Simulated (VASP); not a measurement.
The system is MgO.

```
Mg O
1.0
     0.00000    2.35139    2.35139
     2.35139    0.00000    2.35139
     2.35139    2.35139    0.00000
Mg O
1 1
Cartesian
  2.3514 2.3514 2.3514
  3.5271 3.5271 3.5271
```

Base run:

```yaml
Program: VASP 6.6.1
Functional: PBEsol
Potentials_or_basis: VASP PAW PBE potentials, release 64 (Mg, O)
Cutoff: 520 eV
k_mesh: 10 × 10 × 10
Occupations: fermi-dirac, width 0.05 eV
Spin: no spin polarisation
```

Its results: band gap on the k mesh 3.05 eV, direct; pressure -8.7 GPa.

Question: The run is repeated on the same cell with these changes: functional from PBEsol to PBE. What comes out?

Answer: Band gap on the k mesh 3.15 eV, direct; pressure -6.3 GPa.

PBE binds less tightly than PBEsol, so the same cell stands under more pressure.

Caveats: the PAW data sets were made with another functional, which shifts forces and pressure a little (some runs).

